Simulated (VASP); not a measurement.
Input of a VASP 6.6.1 run:

INCAR

```
  ALGO = Normal
  EDIFF = 1E-6
  EDIFFG = -0.01
  ENCUT = 600
  GGA = PE
  IBRION = 2
  ISIF = 3
  ISMEAR = 0
  LASPH = True
  LCHARG = False
  LREAL = False
  LWAVE = False
  NELM = 100
  NSW = 100
  PREC = Accurate
  SIGMA = 0.1
```

KPOINTS

```
k-points
0
Gamma
  18 18 4
```

Contents of POSCAR:

```
Li4BH
1.0
    2.6703238745      0.0000000000      0.0000000000
   -1.3351619373      2.3125683117      0.0000000000
    0.0000000000      0.0000000000     11.2480406087
Li B H
4 1 1
Direct
    0.3333333333      0.6666666667      0.8440481051
    0.6666666667      0.3333333333      0.1559518949
    0.3333333333      0.6666666667      0.3951607419
    0.6666666667      0.3333333333      0.6048392581
    0.0000000000      0.0000000000      0.0000000000
    0.0000000000      0.0000000000      0.5000000000
```

Potentials or basis: VASP PAW PBE potentials, release 64 (Li_sv, B, H).

Command:

```bash
$ cat potpaw_PBE.64/Li_sv/POTCAR potpaw_PBE.64/B/POTCAR potpaw_PBE.64/H/POTCAR > POTCAR
$ mpirun -np 1 vasp_std > vasp.out
```

(1) What does it give for the relaxed cell?

(2) Estimate the band gap on the k mesh.

(3) Estimate the space group after relaxing (to 0.1 Å).

(4) Predict the relaxed volume.

Results:

(1) a = 2.678 Å, b = 2.678 Å, c = 11.148 Å, α = 90.00°, β = 90.00°, γ = 120.00°.

(2) zero (bands 8 and 9 overlap by 2.51 eV).

(3) P-3m1 (No. 164).

(4) 11.54 Å³/atom.

Caveat: the cutoff is under 1.25 times the usual one of these potentials, so pressure, stress and relaxed cells hold a basis-set (Pulay) error.
